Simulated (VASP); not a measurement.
Runs of VASP 6.6.1 on InAs (zincblende type). The structure is that of space group F-43m (No. 216), or close to it. The cells are those of the table. 

```tsv
task	cell	cutoff (eV)	k mesh for the DOS	occupations for the DOS	gap on the mesh (eV)	pressure (GPa)
single point	a = 3.858 Å, angles 60.0°, 2 atoms	520	-	-	0.79	(a)
single point	a = 3.996 Å, angles 60.0°, 2 atoms	520	-	-	0.74	(b)
single point	a = 4.305 Å, angles 60.0°, 2 atoms	520	-	-	none	(c)
relaxation of cell and atoms	relaxed from a = 4.394 Å, angles 60.0°, 2 atoms	600	-	-	none	0.0
single point	a = 3.527 Å, angles 60.0°, 2 atoms	520	-	-	none	132.0
single point	a = 3.710 Å, angles 60.0°, 2 atoms	520	-	-	0.45	70.2
```

Alike in all rows: level PBEsol; potentials or basis VASP PAW PBE potentials, release 64 (In_d, As); no spin polarisation; k mesh 11 × 11 × 11; smearing fermi-dirac 0.08 eV.

Question: Estimate the missing entries.

Answer: (a) 39.6; (b) 21.1; (c) 0.1.

Caveats: the PAW data sets were made with another functional, which shifts forces and pressure a little; spin-orbit coupling is left out, which moves the levels of the heavy elements.

A k mesh can miss the band edges, and the runs leave out spin-orbit coupling on As, In.

A gap of «none» marks levels without a gap at the run's occupations.
